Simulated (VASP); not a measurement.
A run of VASP 6.6.1:

File INCAR:

```
PREC     = Accurate       # precision mode
ENCUT    = 520            # plane-wave cutoff, eV
EDIFF    = 1E-6           # SCF threshold, eV
ISMEAR   = 0              # smearing method
SIGMA    = 0.05           # smearing width, eV
LREAL    = False          # projectors in reciprocal space
LASPH    = True           # aspherical terms in the spheres
NELM     = 60             # most SCF steps
ALGO     = Normal         # electronic algorithm
ISIF     = 2              # what is computed and relaxed
LWAVE    = False          # write WAVECAR
LCHARG   = True           # write CHGCAR
GGA      = PE             # functional
LELF     = True           # ELF
LVHAR    = True         
NBANDS   = 35             # bands
```

The input KPOINTS:

```
Automatic mesh
0
Gamma
  9 9 2
```

The input POSCAR:

```
Te2Mo
1.0
   -1.7785332447     -3.0805099428      0.0000000000
    1.7785332447     -3.0805099428      0.0000000000
    0.0000000000     -3.0805099428     15.2047171722
Te Mo
4 2
Direct
    0.6011194952      0.6011194952      0.1310943429
    0.0177861619      0.0177861619      0.6310943429
    0.4822138381      0.4822138381      0.3689056571
   -0.1011194952     -0.1011194952      0.8689056571
    0.2916666667      0.2916666667      0.7500000000
    0.2083333333      0.2083333333      0.2500000000
```

Potentials or basis: VASP PAW PBE potentials, release 64 (Te, Mo_sv).

Launch:

```sh
$ cat potpaw_PBE.64/Te/POTCAR potpaw_PBE.64/Mo_sv/POTCAR > POTCAR
$ mpirun -np 1 vasp_std > vasp.out
```

Hardware: 1 thread of AMD EPYC 7R43 64-Core Processor (Zen 3) (shared host).

Problem. How long does it take, and how much memory?

Solution. It took 5.3 min on 1 thread of AMD EPYC 7R43 64-Core Processor (Zen 3), with other jobs on the host, peak memory 0.41 GiB. Counts: scf iterations 16, k points 50.
